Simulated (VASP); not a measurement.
# Mg2NCl (R-3m) in VASP: further runs, part 2 of 3

VASP 6.6.1. Earlier steps stand in the parts before.

### Step 3. Single point, PBEsol

INCAR reads:

```
ALGO = Normal
EDIFF = 1E-7
ENCUT = 520
GGA = PS
ISIF = 2
ISMEAR = 0
LASPH = True
LCHARG = False
LREAL = False
LWAVE = False
NBANDS = 16
NELM = 80
PREC = Accurate
SIGMA = 0.2
```

KPOINTS reads:

```
k-points
0
Gamma
  6 6 6
```

POSCAR reads:

```
Mg2NCl
1.0
    1.6466125277      0.9506721861      5.9379615109
   -1.6466125277      0.9506721861      5.9379615109
    0.0000000000     -1.9013443722      5.9379615109
Mg N Cl
2 1 1
Direct
    0.2229104120      0.2229104120      0.2229104120
    0.7770895880      0.7770895880      0.7770895880
    0.5000000000      0.5000000000      0.5000000000
    0.0000000000      0.0000000000      0.0000000000
```

Potentials or basis: VASP PAW PBE potentials, release 64 (Mg, N, Cl).

Launch:

```bash
> cat potpaw_PBE.64/Mg/POTCAR potpaw_PBE.64/N/POTCAR potpaw_PBE.64/Cl/POTCAR > POTCAR
> mpirun -np 1 vasp_std > vasp.out
```

OUTCAR:

```text
EDIFF = 1E-7
   ENCUT = 520
   GGA = PS
   ISIF = 2
   ISMEAR = 0
   LASPH = True
   LREAL = False
   NELM = 80
   PREC = Accurate

 ion  position               nearest neighbor table
   1  0.223  0.223  0.223-   3 2.15   3 2.15   3 2.15   4 2.74   4 2.74   4 2.74   2 2.76   2 2.76
                             2 2.76
   2  0.777  0.777  0.777-   3 2.15   3 2.15   3 2.15   4 2.74   4 2.74   4 2.74   1 2.76   1 2.76
                             1 2.76
   3  0.500  0.500  0.500-   1 2.15   2 2.15   1 2.15   1 2.15   2 2.15   2 2.15
   4  0.000  0.000  0.000-   2 2.74   1 2.74   2 2.74   2 2.74   1 2.74   1 2.74

  LATTYP: Found a trigonal (rhomboedric) cell.
 ALAT       =     6.2349416458
 COS(alpha) =     0.8605084051

  Lattice vectors:

 A1 = (   1.6466125277,   0.9506721861,   5.9379615109)
 A2 = (  -1.6466125277,   0.9506721861,   5.9379615109)
 A3 = (   0.0000000000,  -1.9013443722,   5.9379615109)

Analysis of symmetry for initial positions (statically):
=====================================================================
 Subroutine PRICEL returns:
[... 179 lines left out ...]
 cond. band min:       6.5009231056   @ k =   0.0000   0.0000   0.0000
 fundamental gap:      2.3365336748
 Fermi energy:         5.0391743736

 k-point     1 :       0.0000    0.0000    0.0000
  band No.  band energies     occupation
      1     -12.4540      2.00000
      2      -8.5980      2.00000
      3      -2.2765      2.00000
      4       1.8066      2.00000
      5       1.8066      2.00000
      6       3.1624      2.00000
[... 433 lines left out ...]
      3      -1.7867      2.00000
      4      -0.9409      2.00000
      5       0.1973      2.00000
      6       1.3654      2.00000
[... 8 lines left out ...]
     15      14.9148      0.00000
     16      16.9621      0.00000

 [... further k-points ...]

------------------------ aborting loop because EDIFF is reached ----------------------------------------

  FORCE on cell =-STRESS in cart. coord.  units (eV):
  Direction    XX          YY          ZZ          XY          YZ          ZX
  --------------------------------------------------------------------------------------
  -------------------------------------------------------------------------------------
  Total       -0.2208580     -0.2208580     -0.1397913      0.0000000      0.0000000      0.0000000
  in kB       -6.3447272     -6.3447272     -4.0158737      0.0000000      0.0000000      0.0000000
  external PRESSURE =      -5.5684427 kB  Pullay stress =       0.0000000 kB

 VOLUME and BASIS-vectors are now :
 -----------------------------------------------------------------------------
  energy-cutoff  :      520.00
  volume of cell :       55.77
      direct lattice vectors                 reciprocal lattice vectors
     1.646612528  0.950672186  5.937961511     0.303653708  0.175314550  0.056135988
    -1.646612528  0.950672186  5.937961511    -0.303653708  0.175314550  0.056135988
     0.000000000 -1.901344372  5.937961511     0.000000000 -0.350629100  0.056135988

 POSITION                                       TOTAL-FORCE (eV/Angst)
 -----------------------------------------------------------------------------------
      0.00000      0.00000      3.97090         0.000000     -0.000000      0.027936
      0.00000      0.00000     13.84298         0.000000      0.000000     -0.027936
      0.00000      0.00000      8.90694         0.000000      0.000000     -0.000000
      0.00000      0.00000      0.00000         0.000000      0.000000     -0.000000
 -----------------------------------------------------------------------------------
    total drift:                                0.000000      0.000000     -0.000000

  FREE ENERGIE OF THE ION-ELECTRON SYSTEM (eV)
  ---------------------------------------------------
  free  energy   TOTEN  =       -18.9510706455 eV

  energy  without entropy=      -18.9510706455  energy(sigma->0) =      -18.95107065
```

OSZICAR:

```text
N       E                     dE             d eps       ncg     rms          rms(c)
DAV:   1     0.521535621363E+02    0.52154E+02   -0.65485E+03  1024   0.842E+02
DAV:   2    -0.180335759260E+02   -0.70187E+02   -0.63170E+02  1448   0.160E+02
DAV:   3    -0.224650711898E+02   -0.44315E+01   -0.44088E+01  1312   0.416E+01
DAV:   4    -0.224922175866E+02   -0.27146E-01   -0.27143E-01  1248   0.384E+00
DAV:   5    -0.224924738986E+02   -0.25631E-03   -0.25629E-03  1384   0.371E-01    0.925E+00
DAV:   6    -0.191251432582E+02    0.33673E+01   -0.69078E+00  1360   0.212E+01    0.385E+00
DAV:   7    -0.190827673323E+02    0.42376E-01   -0.10429E+00  1208   0.571E+00    0.295E+00
DAV:   8    -0.189888592182E+02    0.93908E-01   -0.52851E-01  1424   0.460E+00    0.167E+00
DAV:   9    -0.189510910452E+02    0.37768E-01   -0.14086E-01  1288   0.218E+00    0.414E-01
DAV:  10    -0.189515553609E+02   -0.46432E-03   -0.76104E-03  1224   0.567E-01    0.185E-01
DAV:  11    -0.189510804526E+02    0.47491E-03   -0.73622E-04  1424   0.240E-01    0.590E-02
DAV:  12    -0.189510784147E+02    0.20379E-05   -0.70730E-05  1144   0.583E-02    0.238E-02
DAV:  13    -0.189510707535E+02    0.76612E-05   -0.27400E-05  1352   0.301E-02    0.416E-03
DAV:  14    -0.189510706346E+02    0.11891E-06   -0.16280E-06  1200   0.915E-03    0.308E-03
DAV:  15    -0.189510706455E+02   -0.10946E-07   -0.13248E-07  1160   0.232E-03
   1 F= -.18951071E+02 E0= -.18951071E+02  d E =-.178690E-10
```

Wall time 1.9 min (1 thread of AMD EPYC 7R43 (Zen 3), shared host); peak memory 0.28 GiB.

What came out:

```yaml
Free_energy: -18.9511 eV
Pressure: -0.6 GPa
Largest_force: 0.028 eV/Å
Band_gap_on_the_k_mesh: 2.34 eV
```

Forces in eV/Å, atoms in the order of the input:
```
Mg   0.000  0.000  0.028
Mg   0.000  0.000 -0.028
N    0.000  0.000  0.000
Cl   0.000  0.000  0.000
```

Caveat: the PAW data sets were made with another functional, which shifts forces and pressure a little.

### Step 4. Single point, PBEsol

INCAR reads:

```
PREC = Accurate
ENCUT = 520
EDIFF = 1E-6
ISMEAR = 0
SIGMA = 0.05
LREAL = False
LASPH = True
NELM = 100
ALGO = Normal
ISIF = 2
LWAVE = False
LCHARG = False
GGA = PS
NBANDS = 16
```

KPOINTS reads:

```
regular mesh
0
Gamma
  6 6 6
```

POSCAR is that of step 3.

Launch:

```bash
> cat potpaw_PBE.64/Mg/POTCAR potpaw_PBE.64/N/POTCAR potpaw_PBE.64/Cl/POTCAR > POTCAR
> mpirun -np 1 vasp_std > vasp.out
```

It took 1.8 min on 1 thread of AMD EPYC 7R43 (Zen 3), shared host; peak memory 0.28 GiB.

Results (log left out):

```
Free energy            : -18.9511 eV
Pressure               : -0.5 GPa
Largest force          : 0.028 eV/Å
Band gap on the k mesh : 2.34 eV
```

Forces on the atoms (eV/Å):
```
Mg   0.000  0.000  0.028
Mg   0.000  0.000 -0.028
N    0.000  0.000  0.000
Cl   0.000  0.000  0.000
```

Stress tensor (GPa, compression positive):
```
-0.62  0.00  0.00
 0.00 -0.62  0.00
 0.00  0.00 -0.39
```

Levels at points of the mesh, in eV from the valence-band top:
```csv
k point,band 5,band 6,band 7,band 8,band 9,band 10,band 11,band 12
"(0.00, 0.00, 0.00)",-2.36,-1.00,0.00,0.00,2.34,5.30,8.58,8.90
"(0.50, 0.00, 0.00)",-3.98,-3.20,-1.53,-0.80,4.33,5.85,6.22,7.32
"(0.50, 0.50, 0.00)",-3.23,-3.03,-0.81,-0.73,3.17,3.95,5.28,8.87
"(0.50, 0.50, 0.50)",-2.35,-2.35,-0.03,-0.03,4.69,4.88,7.09,8.32
```

Caveat: the PAW data sets were made with another functional, which shifts forces and pressure a little.

(Part 2 of 3 ends here.)
